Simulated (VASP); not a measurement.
# HfC (rocksalt type) (Fm-3m) in VASP: single point with PBE

Aim: the single point of HfC (rocksalt type) with PBE.

All numbers are computed with VASP 6.6.1; they aren't measurements. Logs are shortened: lines on timing, memory, paths and dates and some standing lists are left out, and cuts for length are marked.

### 1 The cell of the first run

It takes space group Fm-3m (No. 225, cubic). The conventional cell has a = 4.281 Å, b = 4.281 Å, c = 4.281 Å, α = 90.00°, β = 90.00°, γ = 90.00°. Hf (site symmetry m-3m) has 6 C at 2.14 Å within 2.8 Å. Within 2.8 Å of C (site symmetry m-3m) lie 6 Hf at 2.14 Å.

### 2 Single point, PBE (volume scaled by 0.78, to set the pressure)

INCAR reads:

```
ALGO     = Normal         # electronic algorithm
EDIFF    = 1E-6           # SCF threshold, eV
ENCUT    = 600            # plane-wave cutoff, eV
GGA      = PE             # functional
GGA_COMPAT= F            
ISIF     = 2              # what is computed and relaxed
ISMEAR   = -1             # smearing method
LASPH    = T              # aspherical terms in the spheres
LCHARG   = F              # write CHGCAR
LREAL    = F              # projectors in reciprocal space
LWAVE    = F              # write WAVECAR
NBANDS   = 14             # bands
NELM     = 120            # most SCF steps
PREC     = Accurate       # precision mode
SIGMA    = 0.1            # smearing width, eV
```

KPOINTS reads:

```
k-points
0
Gamma
  17 17 17
```

POSCAR reads:

```
HfC
1.0
    0.0000000000      2.1407431628      2.1407431628
    2.1407431628      0.0000000000      2.1407431628
    2.1407431628      2.1407431628      0.0000000000
Hf C
1 1
Direct
    0.0000000000      0.0000000000      0.0000000000
    0.5000000000      0.5000000000      0.5000000000
```

Potentials or basis: VASP PAW PBE potentials, release 64 (Hf_pv, C).

Started as:

```console
$ cat potpaw_PBE.64/Hf_pv/POTCAR potpaw_PBE.64/C/POTCAR > POTCAR
$ mpirun -np 1 vasp_std > vasp.out
```

OUTCAR:

```text
EDIFF = 1E-6
   ENCUT = 600
   GGA = PE
   ISIF = 2
   ISMEAR = -1
   LASPH = T
   LREAL = F
   NELM = 120
   PREC = Accurate

 ion  position               nearest neighbor table
   1  0.000  0.000  0.000-   2 2.14   2 2.14   2 2.14   2 2.14   2 2.14   2 2.14
   2  0.500  0.500  0.500-   1 2.14   1 2.14   1 2.14   1 2.14   1 2.14   1 2.14

  LATTYP: Found a face centered cubic cell.
 ALAT       =     4.2814863256

  Lattice vectors:

 A1 = (   0.0000000000,   2.1407431628,   2.1407431628)
 A2 = (   2.1407431628,   0.0000000000,   2.1407431628)
 A3 = (   2.1407431628,   2.1407431628,   0.0000000000)

Analysis of symmetry for initial positions (statically):
=====================================================================
 Subroutine PRICEL returns:
 Original cell was already a primitive cell.

 Routine SETGRP: Setting up the symmetry group for a
 face centered cubic supercell.

 Subroutine GETGRP returns: Found 48 space group operations
 (whereof 48 operations were pure point group operations)
 out of a pool of 48 trial point group operations.

The static configuration has the point symmetry O_h .

Analysis of symmetry for dynamics (positions and initial velocities):
=====================================================================
 Subroutine PRICEL returns:
 Original cell was already a primitive cell.

 Routine SETGRP: Setting up the symmetry group for a
 face centered cubic supercell.

 Subroutine GETGRP returns: Found 48 space group operations
 (whereof 48 operations were pure point group operations)
 out of a pool of 48 trial point group operations.

The dynamic configuration has the point symmetry O_h .

 Subroutine INISYM returns: Found 48 space group operations
 (whereof 48 operations are pure point group operations),
 and found     1 'primitive' translations

----------------------------------------------------------------------------------------

                                     Primitive cell

  volume of cell :      19.6211

  direct lattice vectors                    reciprocal lattice vectors
     0.000000000  2.140743163  2.140743163    -0.233563750  0.233563750  0.233563750
     2.140743163  0.000000000  2.140743163     0.233563750 -0.233563750  0.233563750
     2.140743163  2.140743163  0.000000000     0.233563750  0.233563750 -0.233563750

  length of vectors
     3.027468014  3.027468014  3.027468014     0.404544281  0.404544281  0.404544281

[... 83 lines left out ...]
   NSW    =      0    number of steps for IOM
   IBRION =     -1    ionic relax: 0-MD 1-quasi-New 2-CG
   NFREE  =      0    steps in history (QN), initial steepest desc. (CG)
   ISIF   =      2    stress and relaxation
   ISYM   =      2    0-nonsym 1-usesym 2-fastsym
   POTIM  = 0.5000    time-step for ionic-motion
   TEBEG  =    0.0;   TEEND  =   0.0 temperature during run
   PSTRESS=    0.0 pullay stress
   NELECT =      14.0000    total number of electrons
   NUPDOWN=      -1.0000    fix difference up-down
   EMIN   =  10.00;   EMAX   =-10.00  energy-range for DOS
   EFERMI =   0.00;   METHOD = LEGACY
   ISMEAR =    -1;   SIGMA  =   0.10  broadening in eV -4-tet -1-fermi 0-gaus
   EFERMI_NEDOS =   21; number of points for ismear=-14 and -15
   IALGO  =     38    algorithm
   IMIX   =      4    mixing-type and parameters
     AMIX     =   0.40;   BMIX     =  1.00
     AMIX_MAG =   1.60;   BMIX_MAG =  1.00
  volume/ion in A,a.u.               =       9.81        66.20
  Fermi-wavevector in a.u.,A,eV,Ry     =   1.462883  2.764448 29.116833  2.140027
  Thomas-Fermi vector in A             =   2.579044
   LORBIT       =      0    0 simple, 1 ext, 2 COOP (PROOUT), +10 PAW based schemes
   GGA     = PE    functional components
   LHFCALC =     F    Hartree Fock is set to
   AEXX    =    0.0000 exact exchange contribution
   IVDW    =     0    specifies the selected vdW correction
   LEPSILON=     F    determine dielectric tensor
   LRPA    =     F    only Hartree local field effects (RPA)
 non-spin polarized calculation
  energy-cutoff  :      600.00
  volume of cell :       19.62
 maximum number of plane-waves:       667
   NGX = 13   NGY = 13   NGZ = 13

 number of electron      13.9999999 magnetization

 Free energy of the ion-electron system (eV)
  ---------------------------------------------------
  ext. energy  EPLUGINS =         0.00000000
  ---------------------------------------------------
  free energy    TOTEN  =       -19.71251885 eV

  energy without entropy =      -19.70423738  energy(sigma->0) =      -19.70837812

 E-fermi :   8.0640     XC(G=0): -13.5611

 val. band max:        8.0209368220   @ k =   0.4706   0.4118   0.0000
 cond. band min:       8.1044250005   @ k =  -0.4706   0.4706   0.0000
 fundamental gap:      0.0834881784
 Fermi energy:         8.0640342013

 k-point     1 :       0.0000    0.0000    0.0000
  band No.  band energies     occupation
      1     -20.3418      2.00000
      2     -20.3418      2.00000
      3     -20.3417      2.00000
      4      -5.5073      2.00000
      5       9.1638      0.00003
      6       9.1638      0.00003
      7       9.1638      0.00003
      8       9.3982      0.00000
      9       9.3982      0.00000
     10       9.3982      0.00000
     11      12.1859      0.00000
     12      12.1859      0.00000
     13      18.0674      0.00000
     14      19.7461      0.00000
[... 377 lines left out ...]
      1     -20.6916      2.00000
      2     -20.4174      2.00000
      3     -20.3510      2.00000
      4      -4.7063      2.00000
      5       6.5391      2.00000
      6       6.9196      1.99998
      7       7.2592      1.99936
      8       9.9225      0.00000
      9      10.7648      0.00000
     10      11.1313      0.00000
     11      13.9010      0.00000
     12      15.4530      0.00000
     13      19.1002      0.00000
     14      21.7209      0.00000

 [... further k-points ...]
[... 5 lines left out ...]
  --------------------------------------------------------------------------------------
  -------------------------------------------------------------------------------------
  Total       11.7563473     11.7563473     11.7563473      0.0000000      0.0000000      0.0000000
  in kB      959.9736132    959.9736132    959.9736132      0.0000000      0.0000000      0.0000000
  external PRESSURE =     959.9736132 kB  Pullay stress =       0.0000000 kB

 VOLUME and BASIS-vectors are now :
 -----------------------------------------------------------------------------
  energy-cutoff  :      600.00
  volume of cell :       19.62
      direct lattice vectors                 reciprocal lattice vectors
     0.000000000  2.140743163  2.140743163    -0.233563750  0.233563750  0.233563750
     2.140743163  0.000000000  2.140743163     0.233563750 -0.233563750  0.233563750
     2.140743163  2.140743163  0.000000000     0.233563750  0.233563750 -0.233563750

 POSITION                                       TOTAL-FORCE (eV/Angst)
 -----------------------------------------------------------------------------------
      0.00000      0.00000      0.00000        -0.000000      0.000000     -0.000000
      2.14074      2.14074      2.14074         0.000000     -0.000000      0.000000
 -----------------------------------------------------------------------------------
    total drift:                                0.000000     -0.000000     -0.000000

  FREE ENERGIE OF THE ION-ELECTRON SYSTEM (eV)
  ---------------------------------------------------
  free  energy   TOTEN  =       -19.7125188480 eV

  energy  without entropy=      -19.7042373847  energy(sigma->0) =      -19.70837812
```

OSZICAR:

```text
N       E                     dE             d eps       ncg     rms          rms(c)
DAV:   1     0.335988328544E+02    0.33599E+02   -0.81612E+03  4628   0.110E+03
DAV:   2    -0.212176378340E+02   -0.54816E+02   -0.51775E+02  5636   0.230E+02
DAV:   3    -0.226904250168E+02   -0.14728E+01   -0.14681E+01  5754   0.281E+01
DAV:   4    -0.226947970396E+02   -0.43720E-02   -0.43718E-02  5316   0.187E+00
DAV:   5    -0.226948133402E+02   -0.16301E-04   -0.16300E-04  5706   0.102E-01    0.893E+01
DAV:   6    -0.196458190310E+02    0.30490E+01   -0.99768E+00  5790   0.184E+01    0.606E+01
DAV:   7    -0.197219298905E+02   -0.76111E-01   -0.11269E+00  5700   0.559E+00    0.216E+01
DAV:   8    -0.197146937684E+02    0.72361E-02   -0.46185E-02  5412   0.125E+00    0.144E+00
DAV:   9    -0.197130185473E+02    0.16752E-02   -0.14589E-02  5388   0.663E-01    0.646E-01
DAV:  10    -0.197125135001E+02    0.50505E-03   -0.15078E-03  5550   0.265E-01    0.142E-01
DAV:  11    -0.197125203899E+02   -0.68898E-05   -0.58787E-05  5364   0.655E-02    0.269E-02
DAV:  12    -0.197125184319E+02    0.19580E-05   -0.41575E-06  5598   0.180E-02    0.262E-02
DAV:  13    -0.197125188480E+02   -0.41606E-06   -0.30869E-07  2640   0.483E-03
   1 F= -.19712519E+02 E0= -.19708378E+02  d E =-.828146E-02
```

stdout:

```text
POSCAR found type information on POSCAR HfC
 POSCAR found :  2 types and       2 ions
 scaLAPACK will be used
 LDA part: xc-table for (Slater+PW92), standard interpolation
 POSCAR, INCAR and KPOINTS ok, starting setup
 FFT: planning ... GRIDC
 FFT: planning ... GRID_SOFT
 FFT: planning ... GRID
 WAVECAR not read
 entering main loop
```

Wall time 24 s (1 thread of Intel Xeon Platinum 8488C (Sapphire Rapids), shared host); peak memory 0.18 GiB.

Results:

```yaml
Free_energy: -19.7125 eV
Pressure: 96.0 GPa
Band_gap_on_the_k_mesh: zero (band 7 reaches 9.16 eV, above the bottom of band 8 at 7.59 eV)
```

Caveat: the cell differs from its parent crystal (volume scaled by 0.78, to set the pressure); spin-orbit coupling is left out, which moves the levels of the heavy elements.
